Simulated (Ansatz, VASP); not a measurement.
One calculation of SrTiO3, two programs

```
Sr Ti O
1.0
     3.91820    0.00000    0.00000
     0.00000    3.91820    0.00000
     0.00000    0.00000    3.91820
Sr Ti O
1 1 3
Direct
  0.50000 0.50000 0.50000
  0.00000 0.00000 0.00000
  0.50000 0.00000 0.00000
  0.00000 0.50000 0.00000
  0.00000 0.00000 0.50000
```

Alike in both runs: task single point; functional PBE; k mesh 6 × 6 × 6; occupations gaussian, width 0.1 eV; no spin polarisation.

```csv
,VASP,Ansatz
version,VASP 6.6.1,Ansatz 0.2.0
potentials or method,"VASP PAW PBE potentials, release 64 (Sr_sv, Ti_sv, O), cutoff 600 eV","scalar-relativistic, plane waves, PAW"
valence electrons in the cell,40,40
```

```tsv
	VASP	Ansatz	Ansatz less VASP
gap on the k mesh at the Fermi level (eV)	1.84	1.87	+0.031
least direct gap on the mesh (eV)	2.20	2.22	+0.019
pressure (GPa)	2.9	2.5	-0.46
```

The functional is the same, so the differences come from potentials, cutoffs and numerics.
